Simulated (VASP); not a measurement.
# ZnS (sol): single point with PBEsol

ZnS (sol):

```
Zn S
1.0
     3.78224    0.00000    0.00000
    -1.89112    3.27551    0.00000
     0.00000    0.00000    6.20818
Zn S
2 2
Direct
  0.33333 0.66667 0.98156
  0.66667 0.33333 0.48156
  0.33333 0.66667 0.39344
  0.66667 0.33333 0.89344
```

```yaml
Program: VASP 6.6.1
Task: single point
Functional: PBEsol
Potentials_or_basis: VASP PAW PBE potentials, release 64 (Zn, S)
Cutoff: 520 eV
k_mesh: 9 × 9 × 6
Occupations: gaussian, width 0.01 eV
Spin: no spin polarisation
Dipole_correction: no
Further_INCAR_settings: ALGO = Normal; EDIFF = 1e-06; NBANDS = 26
```

```
Pressure               : 1.9 GPa
Largest force          : 0.800 eV/Å
Band gap on the k mesh : 2.26 eV, direct
```

Forces in eV/Å, atoms in the order of the input:
```
Zn   0.000  0.000  0.800
Zn   0.000  0.000  0.800
S    0.000  0.000 -0.800
S    0.000  0.000 -0.800
```

Stress tensor (GPa, compression positive):
```
 4.07  0.00  0.00
 0.00  4.07  0.00
 0.00  0.00 -2.55
```

Levels at points of the mesh, in eV from the valence-band top:
| k point | band 15 | band 16 | band 17 | band 18 | band 19 | band 20 | band 21 | band 22 |
| --- | --- | --- | --- | --- | --- | --- | --- | --- |
| (0.00, 0.00, 0.00) | -0.84 | -0.09 | -0.09 | 0.00 | 2.26 | 2.69 | 6.14 | 6.14 |
| (0.00, 0.00, 0.50) | -0.48 | -0.48 | -0.48 | -0.48 | 3.31 | 3.31 | 6.52 | 6.52 |

Wall time 38 s on 1 thread of AMD EPYC 9R45 96-Core Processor (Zen 5), on a shared host, peak memory 0.2 GiB.

Caveat: the PAW data sets were made with another functional, which shifts forces and pressure a little. A k mesh can miss the band edges.
